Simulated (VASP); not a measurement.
Input of a VASP 6.6.1 run:

File INCAR:

```
  PREC = Accurate
  ENCUT = 520
  EDIFF = 1E-7
  ISMEAR = -1
  SIGMA = 0.06122561905347299
  LREAL = False
  LASPH = True
  NELM = 80
  ALGO = Normal
  ISIF = 2
  LWAVE = False
  LCHARG = False
  GGA = PE
  NBANDS = 18
```

KPOINTS

```
Automatic mesh
0
Gamma
  18 18 18
```

POSCAR

```
Cu
1.0
    0.0000000000      2.6405623228      2.6405623228
    2.6405623228      0.0000000000      2.6405623228
    2.6405623228      2.6405623228      0.0000000000
Cu
2
Direct
    0.0000000000      0.0000000000      0.0000000000
    0.2500000000      0.2500000000      0.2500000000
```

Potentials or basis: VASP PAW PBE potentials, release 64 (Cu).

The run is started by

```bash
$ cat potpaw_PBE.64/Cu/POTCAR > POTCAR
$ mpirun -np 1 vasp_std > vasp.out
```

**Question.** Estimate the pressure.

**Answer.** 2.7 GPa.

**Question.** Predict the band gap on the k mesh.

**Answer.** Zero (band 11 reaches 3.71 eV, above the bottom of band 12 at 2.72 eV).
